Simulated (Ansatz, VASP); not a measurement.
# Two plane-wave programs on Sb

```
CELL_PARAMETERS angstrom
2.18255 1.26009 3.80745
-2.18255 1.26009 3.80745
0.00000 -2.52019 3.80745
ATOMIC_POSITIONS crystal
Sb 0.76651 0.76651 0.76651
Sb 0.23349 0.23349 0.23349
```

Alike in both runs: task single point; functional PBE0; k mesh 4 × 4 × 4; occupations fermi-dirac, width 0.05 eV; no spin polarisation.

|  | VASP | Ansatz |
| --- | --- | --- |
| version | VASP 6.6.1 | Ansatz 0.2.0 |
| potentials or method | VASP PAW PBE potentials, release 64 (Sb_d_GW) | Ansatz PAW |
| plane-wave cutoff (eV) | 400 | 420 |
| valence electrons in the cell | 30 | 30 |

VASP gave:

| Quantity | Value |
| --- | --- |
| gap on the k mesh at the Fermi level (eV) | 0.95 |
| least direct gap on the mesh (eV) | 1.02 |
| rms of the force components (eV/Å) | 0.328 |

**Question.** What did Ansatz give for the same quantities?

**Answer.** gap on the k mesh at the Fermi level (eV): 0.85; least direct gap on the mesh (eV): 0.94; rms of the force components (eV/Å): 0.342.

Atom by atom the forces differ by 0.014 eV/Å (rms over components).

The k mesh is coarse, so the values compare programs but aren't converged. Neither program's run includes spin-orbit coupling.
